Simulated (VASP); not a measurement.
**GaSb: relaxation of cell and atoms with PBE**

The system is GaSb.

```
Ga Sb
1.0
     0.00000    2.93995    2.93995
     2.93995    0.00000    2.93995
     2.93995    2.93995    0.00000
Ga Sb
1 1
Cartesian
  0.0000 0.0000 0.0000
  4.4099 4.4099 4.4099
```

```
Program                : VASP 6.6.1
Task                   : relaxation of cell and atoms
Functional             : PBE
Potentials or basis    : VASP PAW PBE potentials, release 64 (Ga_d, Sb)
Cutoff                 : 600 eV
k mesh                 : 12 × 12 × 12
Occupations            : gaussian, width 0.01 eV
Spin                   : no spin polarisation
Target pressure        : 22 GPa
Dipole correction      : no
Further INCAR settings : ALGO = Normal; EDIFF = 1e-07; IBRION = 2; EDIFFG = -0.001; NSW = 80; ISIF = 3
```

| Quantity | Value |
| --- | --- |
| Relaxed volume | 23.07 Å³/atom |
| Relaxed cell | a = 4.026 Å, b = 4.026 Å, c = 4.026 Å, α = 60.00°, β = 60.00°, γ = 60.00° |
| Space group after relaxing (to 0.1 Å) | F-43m (No. 216) |
| Energy change on relaxing (the run minimises the enthalpy) | +235.3 meV/atom |
| Ionic steps | 9 |
| Pressure after relaxing | 22.0 GPa |
| Band gap on the k mesh | 0.47 eV (least direct gap 1.69 eV) |

The path:
| step | energy change (eV) | largest force (eV/Å) | pressure (GPa) | volume (Å³) |
| --- | --- | --- | --- | --- |
| 1 | 0.0000 | 0.0000 | 11.11 | 50.82 |
| 2 | 2.0068 | 0.0000 | 52.06 | 39.15 |
| 3 | 0.4414 | 0.0000 | 21.40 | 46.36 |
| 4 | 0.4651 | 0.0000 | 21.91 | 46.19 |
| 5 | 0.4774 | 0.0000 | 22.16 | 46.10 |
| 6 | 0.4594 | 0.0000 | 21.76 | 46.23 |
| 7 | 0.4713 | 0.0000 | 22.03 | 46.14 |
| 8 | 0.4701 | 0.0000 | 21.98 | 46.15 |
| 9 | 0.4707 | 0.0000 | 22.00 | 46.15 |

Final structure:
```
Ga Sb
1.0
     0.00000    2.84687    2.84687
     2.84687    0.00000    2.84687
     2.84687    2.84687    0.00000
Ga Sb
1 1
Direct
  0.00000 0.00000 0.00000
  0.75000 0.75000 0.75000
```

Levels at points of the mesh, in eV from the valence-band top:
```csv
k point,band 5,band 6,band 7,band 8,band 9,band 10,band 11,band 12,band 13
"(0.00, 0.00, 0.00)",-15.55,-13.21,0.00,0.00,0.00,1.69,2.65,2.65,2.65
"(0.50, 0.00, 0.00)",-15.55,-10.96,-7.65,-1.56,-1.56,0.91,3.67,3.67,6.18
"(0.50, 0.50, 0.00)",-15.54,-9.78,-7.96,-3.45,-3.45,0.55,0.76,10.13,10.13
```

Run time: 4.6 min on 1 thread of AMD EPYC 9R14 (Zen 4), on a shared host, peak memory 0.22 GiB.

Caveat: the cell is relaxed towards a set pressure, so the run minimises the enthalpy, not the energy; semilocal functionals underestimate gaps, and a narrow one can read as zero; spin-orbit coupling is left out, which moves the levels of the heavy elements. A k mesh can miss the band edges.
